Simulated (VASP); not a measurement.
# WC (P-6m2) in VASP: further runs

WC is run at these levels: PBEsol; tasks: single point.

Program: VASP 6.6.1. These are calculated values, not measurements. Logs are shortened: lines on timing, memory, paths and dates and some standing lists are left out, and cuts for length are marked.

**1. The cell of the first run**

Symmetry: P-6m2, No. 187, hexagonal system. Conventional cell: a = 2.901 Å, b = 2.901 Å, c = 2.857 Å, α = 90.00°, β = 90.00°, γ = 120.00°. W (site symmetry -6m2) has 6 C at 2.20 Å and 8 W at 2.86 to 2.90 Å within 3.0 Å. Within 3.0 Å of C (site symmetry -6m2) lie 6 W at 2.20 Å and 8 C at 2.86 to 2.90 Å.

**2. Single point, PBEsol (zz strain of +1 %)**

Contents of INCAR:

```
PREC = Accurate
ENCUT = 520
EDIFF = 1E-6
ISMEAR = -1
SIGMA = 0.05
LREAL = F
LASPH = T
NELM = 60
ALGO = Normal
ISIF = 2
LWAVE = F
LCHARG = F
GGA = PS
NBANDS = 16
```

Contents of KPOINTS:

```
Automatic mesh
0
Gamma
  14 14 13
```

Contents of POSCAR:

```
WC
1.0
    2.9005014360      0.0000000000      0.0000000000
   -1.4502507180      2.5119079273      0.0000000000
    0.0000000000      0.0000000000      2.8572900000
W C
1 1
Direct
    0.0000000000      0.0000000000      0.0000000000
    0.6666666667      0.3333333333      0.5000000000
```

Potentials or basis: VASP PAW PBE potentials, release 64 (W_sv, C).

Started as:

```bash
$ cat potpaw_PBE.64/W_sv/POTCAR potpaw_PBE.64/C/POTCAR > POTCAR
$ mpirun -np 1 vasp_std > vasp.out
```

OUTCAR:

```text
PREC = Accurate
   ENCUT = 520
   EDIFF = 1E-6
   ISMEAR = -1
   LREAL = F
   LASPH = T
   NELM = 60
   ISIF = 2
   GGA = PS

 ion  position               nearest neighbor table
   1  0.000  0.000  0.000-   2 2.20   2 2.20   2 2.20   2 2.20   2 2.20   2 2.20
   2  0.667  0.333  0.500-   1 2.20   1 2.20   1 2.20   1 2.20   1 2.20   1 2.20

  LATTYP: Found a hexagonal cell.
 ALAT       =     2.9005014360
 C/A-ratio  =     0.9851020808

  Lattice vectors:

 A1 = (   2.9005014360,   0.0000000000,   0.0000000000)
 A2 = (  -1.4502507180,   2.5119079273,   0.0000000000)
 A3 = (   0.0000000000,   0.0000000000,   2.8572900000)

Analysis of symmetry for initial positions (statically):
=====================================================================
 Subroutine PRICEL returns:
 Original cell was already a primitive cell.

 Routine SETGRP: Setting up the symmetry group for a
 hexagonal supercell.

 Subroutine GETGRP returns: Found 12 space group operations
 (whereof 12 operations were pure point group operations)
 out of a pool of 24 trial point group operations.

The static configuration has the point symmetry D_3h.

Analysis of symmetry for dynamics (positions and initial velocities):
=====================================================================
 Subroutine PRICEL returns:
 Original cell was already a primitive cell.

 Routine SETGRP: Setting up the symmetry group for a
 hexagonal supercell.

 Subroutine GETGRP returns: Found 12 space group operations
 (whereof 12 operations were pure point group operations)
 out of a pool of 24 trial point group operations.

The dynamic configuration has the point symmetry D_3h.

 Subroutine INISYM returns: Found 12 space group operations
 (whereof 12 operations are pure point group operations),
 and found     1 'primitive' translations

----------------------------------------------------------------------------------------

                                     Primitive cell

  volume of cell :      20.8176

  direct lattice vectors                    reciprocal lattice vectors
     2.900501436  0.000000000  0.000000000     0.344767973  0.199051882  0.000000000
    -1.450250718  2.511907927  0.000000000     0.000000000  0.398103764  0.000000000
     0.000000000  0.000000000  2.857290000     0.000000000  0.000000000  0.349981976

  length of vectors
     2.900501436  2.900501436  2.857290000     0.398103764  0.398103764  0.349981976

  position of ions in fractional coordinates (direct lattice)
     0.000000000  0.000000000  0.000000000
     0.666666667  0.333333333  0.500000000

  ion indices of the primitive-cell ions
   primitive index   ion index
                 1           1
                 2           2

----------------------------------------------------------------------------------------

 KPOINTS: Automatic mesh

Automatic generation of k-mesh.
 Grid dimensions read from file:
 generate k-points for:   14   14   13

 Generating k-lattice:

  Cartesian coordinates                     Fractional coordinates (reciprocal lattice)
     0.024626284  0.014217992  0.000000000     0.071428571  0.000000000  0.000000000
     0.000000000  0.028435983  0.000000000     0.000000000  0.071428571  0.000000000
     0.000000000  0.000000000  0.026921690     0.000000000  0.000000000  0.076923077

  Length of vectors
     0.028435983  0.028435983  0.026921690

  Shift w.r.t. Gamma in fractional coordinates (k-lattice)
     0.000000000  0.000000000  0.000000000

 Subroutine IBZKPT returns following result:
 ===========================================

 Found    168 irreducible k-points:

 Following reciprocal coordinates:
            Coordinates               Weight
  0.000000  0.000000  0.000000      1.000000
  0.071429  0.000000  0.000000      6.000000
  0.142857 -0.000000  0.000000      6.000000
  0.214286  0.000000  0.000000      6.000000
  0.285714  0.000000  0.000000      6.000000
  0.357143  0.000000  0.000000      6.000000
[... 16 lines left out ...]
  0.285714  0.285714  0.000000      6.000000
  0.357143  0.285714  0.000000      6.000000
 [... further k-points ...]
   k-points           NKPTS =    168   k-points in BZ     NKDIM =    168   number of bands    NBANDS=     16
   number of dos      NEDOS =    301   number of ions     NIONS =      2
   total plane-waves  NPLWV =  13824
   dimension x,y,z NGX =    24 NGY =   24 NGZ =   24
   dimension x,y,z NGXF=    48 NGYF=   48 NGZF=   48
   ions per type =               1   1
   NGX,Y,Z   is equivalent  to a cutoff of  13.76, 13.76, 13.96 a.u.
   NGXF,Y,Z  is equivalent  to a cutoff of  27.51, 27.51, 27.93 a.u.
 SYSTEM =  unknown system
   PREC   = accura    normal or accurate (medium, high low for compatibility)
   ISTART =      0    job   : 0-new  1-cont  2-samecut
   ICHARG =      2    charge: 1-file 2-atom 10-const
   ISPIN  =      1    spin polarized calculation?
   LNONCOLLINEAR =      F non collinear calculations
   LSORBIT =      F    spin-orbit coupling
   LASPH  =      T    aspherical Exc in radial PAW
   ENCUT  =  520.0 eV  38.22 Ry    6.18 a.u.   5.39  5.39  5.31*2*pi/ulx,y,z
   NELM   =     60;   NELMIN=  2; NELMDL= -5     # of ELM steps
   EDIFF  = 0.1E-05   stopping-criterion for ELM
   LREAL  =      F    real-space projection
   EDIFFG = 0.1E-04   stopping-criterion for IOM
   NSW    =      0    number of steps for IOM
   IBRION =     -1    ionic relax: 0-MD 1-quasi-New 2-CG
   NFREE  =      0    steps in history (QN), initial steepest desc. (CG)
   ISIF   =      2    stress and relaxation
   ISYM   =      2    0-nonsym 1-usesym 2-fastsym
   POTIM  = 0.5000    time-step for ionic-motion
   TEBEG  =    0.0;   TEEND  =   0.0 temperature during run
   PSTRESS=    0.0 pullay stress
   NELECT =      18.0000    total number of electrons
   NUPDOWN=      -1.0000    fix difference up-down
   EMIN   =  10.00;   EMAX   =-10.00  energy-range for DOS
   EFERMI =   0.00;   METHOD = LEGACY
   ISMEAR =    -1;   SIGMA  =   0.05  broadening in eV -4-tet -1-fermi 0-gaus
   EFERMI_NEDOS =   21; number of points for ismear=-14 and -15
   IALGO  =     38    algorithm
   IMIX   =      4    mixing-type and parameters
     AMIX     =   0.40;   BMIX     =  1.00
     AMIX_MAG =   1.60;   BMIX_MAG =  1.00
  volume/ion in A,a.u.               =      10.41        70.24
  Fermi-wavevector in a.u.,A,eV,Ry     =   1.559631  2.947276 33.095491  2.432450
  Thomas-Fermi vector in A             =   2.662961
   LORBIT       =      0    0 simple, 1 ext, 2 COOP (PROOUT), +10 PAW based schemes
   GGA     = PS    functional components
   LHFCALC =     F    Hartree Fock is set to
   AEXX    =    0.0000 exact exchange contribution
   IVDW    =     0    specifies the selected vdW correction
   LEPSILON=     F    determine dielectric tensor
   LRPA    =     F    only Hartree local field effects (RPA)
 non-spin polarized calculation
  energy-cutoff  :      520.00
  volume of cell :       20.82
 maximum number of plane-waves:       581
 NGX is ok and might be reduce to    24
   NGX = 11   NGY = 11   NGZ = 11

 number of electron      17.9999999 magnetization

 Free energy of the ion-electron system (eV)
  ---------------------------------------------------
  ext. energy  EPLUGINS =         0.00000000
  ---------------------------------------------------
  free energy    TOTEN  =       -23.89619908 eV

  energy without entropy =      -23.89393497  energy(sigma->0) =      -23.89506703

 E-fermi :  10.8725     XC(G=0): -13.9131

 val. band max:       10.8508728234   @ k =   0.0714   0.0714   0.3846
 cond. band min:      10.8967892965   @ k =   0.0000   0.0000   0.0769
 fundamental gap:      0.0459164732
 Fermi energy:        10.8724586764

 k-point     1 :       0.0000    0.0000    0.0000
  band No.  band energies     occupation
      1     -63.0591      2.00000
      2     -27.0667      2.00000
      3     -26.9293      2.00000
      4     -26.9293      2.00000
      5      -3.5138      2.00000
      6       6.5594      2.00000
[... 8 lines left out ...]
     15      25.1007      0.00000
     16      27.6280      0.00000

 k-point     2 :       0.0714    0.0000    0.0000
  band No.  band energies     occupation
      1     -63.0562      2.00000
      2     -27.0611      2.00000
      3     -26.9729      2.00000
      4     -26.9392      2.00000
      5      -3.3783      2.00000
      6       6.6129      2.00000
[... 8 lines left out ...]
     15      24.8361      0.00000
     16      27.9134      0.00000

 k-point     3 :       0.1429   -0.0000    0.0000
  band No.  band energies     occupation
      1     -63.0478      2.00000
      2     -27.0933      2.00000
      3     -27.0452      2.00000
      4     -26.9666      2.00000
      5      -2.9892      2.00000
      6       6.4518      2.00000
[... 8 lines left out ...]
     15      24.5114      0.00000
     16      28.7160      0.00000

 k-point     4 :       0.2143    0.0000    0.0000
  band No.  band energies     occupation
      1     -63.0358      2.00000
      2     -27.2638      2.00000
      3     -27.0223      2.00000
      4     -27.0060      2.00000
      5      -2.3961      2.00000
      6       5.7919      2.00000
[... 8 lines left out ...]
     15      24.5960      0.00000
     16      29.0504      0.00000

 k-point     5 :       0.2857    0.0000    0.0000
  band No.  band energies     occupation
      1     -63.0224      2.00000
      2     -27.4483      2.00000
      3     -27.0493      2.00000
      4     -26.9966      2.00000
      5      -1.6772      2.00000
      6       5.0758      2.00000
[... 8 lines left out ...]
     15      25.3190      0.00000
     16      28.5351      0.00000

 k-point     6 :       0.3571    0.0000    0.0000
  band No.  band energies     occupation
      1     -63.0103      2.00000
      2     -27.6105      2.00000
      3     -27.0881      2.00000
      4     -26.9734      2.00000
      5      -0.9425      2.00000
      6       4.4663      2.00000
[... 8 lines left out ...]
     15      25.6381      0.00000
     16      27.5573      0.00000

 k-point     7 :       0.4286    0.0000    0.0000
  band No.  band energies     occupation
      1     -63.0020      2.00000
      2     -27.7206      2.00000
      3     -27.1147      2.00000
      4     -26.9573      2.00000
      5      -0.3523      2.00000
      6       4.0379      2.00000
[... 8 lines left out ...]
     15      24.2689      0.00000
     16      28.5019      0.00000

 k-point     8 :       0.5000   -0.0000    0.0000
  band No.  band energies     occupation
      1     -62.9990      2.00000
      2     -27.7595      2.00000
      3     -27.1242      2.00000
      4     -26.9516      2.00000
      5      -0.1157      2.00000
      6       3.8760      2.00000
[... 8 lines left out ...]
     15      23.6356      0.00000
     16      29.0207      0.00000

 k-point     9 :       0.0714    0.0714    0.0000
  band No.  band energies     occupation
      1     -63.0505      2.00000
      2     -27.0532      2.00000
      3     -27.0503      2.00000
      4     -26.9595      2.00000
      5      -3.1158      2.00000
      6       6.5660      2.00000
[... 8 lines left out ...]
     15      24.5797      0.00000
     16      28.3917      0.00000
[... 172 lines left out ...]
 k-point    19 :       0.4286    0.1429    0.0000
  band No.  band energies     occupation
      1     -62.9963      2.00000
      2     -27.7094      2.00000
      3     -27.2258      2.00000
      4     -26.9464      2.00000
      5       0.1588      2.00000
      6       4.0100      2.00000
[... 8 lines left out ...]
     15      24.5863      0.00000
     16      28.5363      0.00000

 k-point    20 :       0.2143    0.2143    0.0000
  band No.  band energies     occupation
      1     -63.0072      2.00000
      2     -27.5590      2.00000
      3     -27.1983      2.00000
      4     -26.9674      2.00000
      5      -0.6866      2.00000
      6       4.5715      2.00000
[... 8 lines left out ...]
     15      26.2610      0.00000
     16      27.4544      0.00000

 k-point    21 :       0.2857    0.2143    0.0000
  band No.  band energies     occupation
      1     -62.9990      2.00000
      2     -27.6185      2.00000
      3     -27.2766      2.00000
      4     -26.9516      2.00000
      5      -0.0504      2.00000
      6       4.3067      2.00000
[... 8 lines left out ...]
     15      26.1798      0.00000
     16      27.7141      0.00000

 k-point    22 :       0.3571    0.2143    0.0000
  band No.  band energies     occupation
      1     -62.9944      2.00000
      2     -27.6471      2.00000
      3     -27.3241      2.00000
      4     -26.9428      2.00000
      5       0.3555      2.00000
      6       4.1779      2.00000
[... 8 lines left out ...]
     15      25.5916      0.00000
     16      28.0447      0.00000

 k-point    23 :       0.2857    0.2857    0.0000
  band No.  band energies     occupation
      1     -62.9938      2.00000
      2     -27.6018      2.00000
      3     -27.3826      2.00000
      4     -26.9416      2.00000
      5       0.4278      2.00000
      6       4.2817      2.00000
[... 8 lines left out ...]
     15      26.2768      0.00000
     16      27.6792      0.00000

 k-point    24 :       0.3571    0.2857    0.0000
  band No.  band energies     occupation
      1     -62.9919      2.00000
      2     -27.5765      2.00000
      3     -27.4399      2.00000
      4     -26.9380      2.00000
      5       0.6136      2.00000
      6       4.3089      2.00000
[... 8 lines left out ...]
     15      26.0545      0.00000
     16      27.1233      0.00000

 [... further k-points ...]

------------------------ aborting loop because EDIFF is reached ----------------------------------------

  FORCE on cell =-STRESS in cart. coord.  units (eV):
  Direction    XX          YY          ZZ          XY          YZ          ZX
  --------------------------------------------------------------------------------------
  -------------------------------------------------------------------------------------
  Total       -0.1843398     -0.1843398     -1.1341464      0.0000000     -0.0000000      0.0000000
  in kB      -14.1872633    -14.1872633    -87.2868000      0.0000000     -0.0000000      0.0000000
  external PRESSURE =     -38.5537755 kB  Pullay stress =       0.0000000 kB

 VOLUME and BASIS-vectors are now :
 -----------------------------------------------------------------------------
  energy-cutoff  :      520.00
  volume of cell :       20.82
      direct lattice vectors                 reciprocal lattice vectors
     2.900501436  0.000000000  0.000000000     0.344767973  0.199051882  0.000000000
    -1.450250718  2.511907927  0.000000000     0.000000000  0.398103764  0.000000000
     0.000000000  0.000000000  2.857290000     0.000000000  0.000000000  0.349981976

 POSITION                                       TOTAL-FORCE (eV/Angst)
 -----------------------------------------------------------------------------------
      0.00000      0.00000      0.00000         0.000000      0.000000      0.000000
      1.45025      0.83730      1.42864        -0.000000      0.000000      0.000000
 -----------------------------------------------------------------------------------
    total drift:                                0.000000     -0.000000      0.000000

  FREE ENERGIE OF THE ION-ELECTRON SYSTEM (eV)
  ---------------------------------------------------
  free  energy   TOTEN  =       -23.8961990811 eV

  energy  without entropy=      -23.8939349701  energy(sigma->0) =      -23.89506703
```

Run time: 32 s. Hardware: 1 thread of Intel Xeon Platinum 8259CL at 2.50GHz (Skylake/Cascade Lake), shared host; peak memory 0.18 GiB.

What came out:

| Item | Value |
| --- | --- |
| Free energy | -23.8962 eV |
| Pressure | -3.9 GPa |
| Band gap on the k mesh | zero (bands 9 and 10 overlap by 1.26 eV) |

Caveat: the cell differs from its parent crystal (zz strain of +1 %); the cell stands under tension; the PAW data sets were made with another functional, which shifts forces and pressure a little; spin-orbit coupling is left out, which moves the levels of the heavy elements.

(Continued in part 2 of 2.)
